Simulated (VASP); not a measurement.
# Ge (Fd-3m) in VASP: single point with PBEsol

Aim: the single point of Ge with PBEsol.

Everything below comes from runs of VASP 6.6.1. Logs are shortened: lines on timing, memory, paths and dates and some standing lists are left out, and cuts for length are marked.

## 1. The cell of the first run

It takes space group Fd-3m (No. 227, cubic). The conventional cell has a = 5.658 Å, b = 5.658 Å, c = 5.658 Å, α = 90.00°, β = 90.00°, γ = 90.00°. Within 3.2 Å of Ge (site symmetry -43m) lie 4 Ge at 2.45 Å.

## 2. Single point, PBEsol, non-collinear spin, zero start, spin-orbit coupling

INCAR reads:

```
PREC = Accurate
ENCUT = 520
EDIFF = 1E-6
ISMEAR = 0
SIGMA = 0.01
LREAL = F
LASPH = T
NELM = 150
ALGO = Normal
ISIF = 2
LWAVE = F
LCHARG = F
MAGMOM = 0 0 0 0 0 0
LORBIT = 11
LSORBIT = T
GGA_COMPAT = F
LORBMOM = T
GGA = PS
NBANDS = 40
```

KPOINTS reads:

```
Automatic mesh
0
Gamma
  12 12 12
```

POSCAR reads:

```
Ge
1.0
    0.0000000000      2.8290000000      2.8290000000
    2.8290000000      0.0000000000      2.8290000000
    2.8290000000      2.8290000000      0.0000000000
Ge
2
Direct
    0.0000000000      0.0000000000      0.0000000000
    0.2500000000      0.2500000000      0.2500000000
```

Potentials or basis: VASP PAW PBE potentials, release 64 (Ge_d).

Command:

```bash
$ cat potpaw_PBE.64/Ge_d/POTCAR > POTCAR
$ mpirun -np 1 vasp_ncl > vasp.out
```

OUTCAR:

```text
PREC = Accurate
   ENCUT = 520
   EDIFF = 1E-6
   ISMEAR = 0
   LREAL = F
   LASPH = T
   NELM = 150
   ISIF = 2
   LORBIT = 11
   LSORBIT = T
   GGA = PS

 ion  position               nearest neighbor table
   1  0.000  0.000  0.000-   2 2.45   2 2.45   2 2.45   2 2.45
   2  0.250  0.250  0.250-   1 2.45   1 2.45   1 2.45   1 2.45

  LATTYP: Found a face centered cubic cell.
 ALAT       =     5.6580000000

  Lattice vectors:

 A1 = (   0.0000000000,   2.8290000000,   2.8290000000)
 A2 = (   2.8290000000,   0.0000000000,   2.8290000000)
 A3 = (   2.8290000000,   2.8290000000,   0.0000000000)

Analysis of symmetry for initial positions (statically):
=====================================================================
 Subroutine PRICEL returns:
 Original cell was already a primitive cell.

 Routine SETGRP: Setting up the symmetry group for a
 face centered cubic supercell.

 Subroutine GETGRP returns: Found 48 space group operations
 (whereof 24 operations were pure point group operations)
 out of a pool of 48 trial point group operations.

The static configuration has the point symmetry T_d .
 The point group associated with its full space group is O_h .

Analysis of symmetry for dynamics (positions and initial velocities):
=====================================================================
 Subroutine PRICEL returns:
 Original cell was already a primitive cell.

 Routine SETGRP: Setting up the symmetry group for a
 face centered cubic supercell.

 Subroutine GETGRP returns: Found 48 space group operations
 (whereof 24 operations were pure point group operations)
 out of a pool of 48 trial point group operations.

The dynamic configuration has the point symmetry T_d .
 The point group associated with its full space group is O_h .

Analysis of structural, dynamic, and magnetic symmetry:
=====================================================================
 Subroutine PRICEL returns:
 Original cell was already a primitive cell.

 Routine SETGRP: Setting up the symmetry group for a
 face centered cubic supercell.

 Subroutine GETGRP returns: Found 48 space group operations
 (whereof 24 operations were pure point group operations)
 out of a pool of 48 trial point group operations.

The overall configuration has the point symmetry T_d .
 The point group associated with its full space group is O_h .

 Subroutine INISYM returns: Found 48 space group operations
 (whereof 24 operations are pure point group operations),
 and found     1 'primitive' translations

----------------------------------------------------------------------------------------

                                     Primitive cell

  volume of cell :      45.2823

  direct lattice vectors                    reciprocal lattice vectors
     0.000000000  2.829000000  2.829000000    -0.176740898  0.176740898  0.176740898
     2.829000000  0.000000000  2.829000000     0.176740898 -0.176740898  0.176740898
     2.829000000  2.829000000  0.000000000     0.176740898  0.176740898 -0.176740898

  length of vectors
     4.000810168  4.000810168  4.000810168     0.306124215  0.306124215  0.306124215

  position of ions in fractional coordinates (direct lattice)
     0.000000000  0.000000000  0.000000000
     0.250000000  0.250000000  0.250000000

  ion indices of the primitive-cell ions
   primitive index   ion index
                 1           1
                 2           2

----------------------------------------------------------------------------------------

 KPOINTS: Automatic mesh

Automatic generation of k-mesh.
 Grid dimensions read from file:
 generate k-points for:   12   12   12

 Generating k-lattice:

[... 91 lines left out ...]
   LRPA    =     F    only Hartree local field effects (RPA)
 Gauss-broadening in eV      SIGMA  =   0.01
  energy-cutoff  :      520.00
  volume of cell :       45.28
 maximum number of plane-waves:      2486
 NGX is ok and might be reduce to    30
   NGX = 15   NGY = 15   NGZ = 15

 number of electron      28.0000022 magnetization       0.0000000      0.0000000      0.0000000

 number of electron      28.0000022 magnetization       0.0000000     -0.0000000      0.0000000

 number of electron      28.0000022 magnetization      -0.0000000      0.0000000     -0.0000000

 Free energy of the ion-electron system (eV)
  ---------------------------------------------------
  ext. energy  EPLUGINS =         0.00000000
  ---------------------------------------------------
  free energy    TOTEN  =        -9.89118909 eV

  energy without entropy =       -9.89118254  energy(sigma->0) =       -9.89118581

 E-fermi :   4.9570     XC(G=0): -10.1278

 val. band max:        4.8537801441   @ k =   0.0000   0.0000   0.0000
 cond. band min:       4.9570237623   @ k =   0.0000   0.0000   0.0000
 fundamental gap:      0.1032436182
 Fermi energy:         4.9570177728

 k-point     1 :       0.0000    0.0000    0.0000
  band No.  band energies     occupation
      1     -20.1692      1.00000
      2     -20.1692      1.00000
      3     -20.1692      1.00000
      4     -20.1692      1.00000
      5     -20.1058      1.00000
      6     -20.1058      1.00000
[... 1021 lines left out ...]
     39      14.4949      0.00000
     40      14.4949      0.00000

 [... further k-points ...]
[... 5 lines left out ...]
  --------------------------------------------------------------------------------------
  -------------------------------------------------------------------------------------
  Total        0.1458221      0.1458221      0.1458221      0.0000000      0.0000000     -0.0000000
  in kB        5.1594686      5.1594686      5.1594686      0.0000000      0.0000000     -0.0000000
  external PRESSURE =       5.1594686 kB  Pullay stress =       0.0000000 kB

 VOLUME and BASIS-vectors are now :
 -----------------------------------------------------------------------------
  energy-cutoff  :      520.00
  volume of cell :       45.28
      direct lattice vectors                 reciprocal lattice vectors
     0.000000000  2.829000000  2.829000000    -0.176740898  0.176740898  0.176740898
     2.829000000  0.000000000  2.829000000     0.176740898 -0.176740898  0.176740898
     2.829000000  2.829000000  0.000000000     0.176740898  0.176740898 -0.176740898

 POSITION                                       TOTAL-FORCE (eV/Angst)
 -----------------------------------------------------------------------------------
      0.00000      0.00000      0.00000        -0.000000     -0.000000     -0.000000
      1.41450      1.41450      1.41450         0.000000      0.000000      0.000000
 -----------------------------------------------------------------------------------
    total drift:                                0.000000      0.000000      0.000000

  FREE ENERGIE OF THE ION-ELECTRON SYSTEM (eV)
  ---------------------------------------------------
  free  energy   TOTEN  =        -9.8911890891 eV

  energy  without entropy=       -9.8911825369  energy(sigma->0) =       -9.89118581

 orbital moment (x)

 # of ion     p       d       tot
 ----------------------------------------
  1         0.000  -0.000   0.000
  2        -0.000  -0.000  -0.000
 ----------------------------------------
            0.000  -0.000  -0.000

 orbital moment (y)

 # of ion     p       d       tot
 ----------------------------------------
  1         0.000   0.000   0.000
  2         0.000   0.000   0.000
 ----------------------------------------
            0.000   0.000   0.000

 orbital moment (z)

 # of ion     p       d       tot
 ----------------------------------------
  1         0.000  -0.000   0.000
  2         0.000  -0.000  -0.000
 ----------------------------------------
            0.000  -0.000   0.000

 Spin-Orbit-Coupling matrix elements

 Ion:    1  E_soc:     -0.0183508
 l=   1
     0.0000000    -0.0021047    -0.0021047
    -0.0021047     0.0000000    -0.0021047
    -0.0021047    -0.0021047     0.0000000
 l=   2
     0.0000000    -0.0001907     0.0000000    -0.0001907    -0.0007630
    -0.0001907     0.0000000    -0.0005723    -0.0001907    -0.0001908
     0.0000000    -0.0005723     0.0000000    -0.0005723     0.0000000
    -0.0001907    -0.0001907    -0.0005723     0.0000000    -0.0001908
    -0.0007630    -0.0001908     0.0000000    -0.0001908     0.0000000
 l=   3
     0.0000000     0.0000000     0.0000000     0.0000000     0.0000000     0.0000000     0.0000000
     0.0000000     0.0000000     0.0000000     0.0000000     0.0000000     0.0000000     0.0000000
     0.0000000     0.0000000     0.0000000     0.0000000     0.0000000     0.0000000     0.0000000
     0.0000000     0.0000000     0.0000000     0.0000000     0.0000000     0.0000000     0.0000000
     0.0000000     0.0000000     0.0000000     0.0000000     0.0000000     0.0000000     0.0000000
     0.0000000     0.0000000     0.0000000     0.0000000     0.0000000     0.0000000     0.0000000
     0.0000000     0.0000000     0.0000000     0.0000000     0.0000000     0.0000000     0.0000000

 Ion:    2  E_soc:     -0.0183508
 l=   1
     0.0000000    -0.0021047    -0.0021047
    -0.0021047     0.0000000    -0.0021047
    -0.0021047    -0.0021047     0.0000000
 l=   2
     0.0000000    -0.0001907     0.0000000    -0.0001907    -0.0007630
    -0.0001907     0.0000000    -0.0005723    -0.0001907    -0.0001908
     0.0000000    -0.0005723     0.0000000    -0.0005723     0.0000000
    -0.0001907    -0.0001907    -0.0005723     0.0000000    -0.0001908
    -0.0007630    -0.0001908     0.0000000    -0.0001908     0.0000000
 l=   3
     0.0000000     0.0000000     0.0000000     0.0000000     0.0000000     0.0000000     0.0000000
     0.0000000     0.0000000     0.0000000     0.0000000     0.0000000     0.0000000     0.0000000
     0.0000000     0.0000000     0.0000000     0.0000000     0.0000000     0.0000000     0.0000000
     0.0000000     0.0000000     0.0000000     0.0000000     0.0000000     0.0000000     0.0000000
     0.0000000     0.0000000     0.0000000     0.0000000     0.0000000     0.0000000     0.0000000
     0.0000000     0.0000000     0.0000000     0.0000000     0.0000000     0.0000000     0.0000000
     0.0000000     0.0000000     0.0000000     0.0000000     0.0000000     0.0000000     0.0000000

 total charge

# of ion       s       p       d       tot
------------------------------------------
    1        1.129   1.258  10.024  12.411
    2        1.129   1.258  10.024  12.411
--------------------------------------------------
tot          2.258   2.517  20.048  24.823

 magnetization (x)

# of ion       s       p       d       tot
------------------------------------------
    1        0.000   0.000   0.000   0.000
    2        0.000   0.000   0.000   0.000
--------------------------------------------------
tot          0.000   0.000   0.000   0.000

 magnetization (y)

# of ion       s       p       d       tot
------------------------------------------
    1        0.000   0.000  -0.000   0.000
    2        0.000   0.000   0.000   0.000
--------------------------------------------------
tot          0.000   0.000   0.000   0.000

 magnetization (z)

# of ion       s       p       d       tot
------------------------------------------
    1        0.000  -0.000   0.000   0.000
    2        0.000  -0.000   0.000   0.000
--------------------------------------------------
tot          0.000  -0.000   0.000   0.000
```

It took 4.7 min on 1 thread of Oxide Virtual Turin-like, shared host; peak memory 0.34 GiB.

What came out:

| Item | Value |
| --- | --- |
| Free energy | -9.8912 eV |
| Pressure | 0.5 GPa |
| Net moment | 0.00 μB per cell |
| Valence electrons inside the program's atomic spheres | Ge 12.41 |

Moments on the atoms (μB; x, y, z):
```
Ge  0.00 0.00 0.00
Ge  0.00 0.00 0.00
```

Caveat: the PAW data sets were made with another functional, which shifts forces and pressure a little.
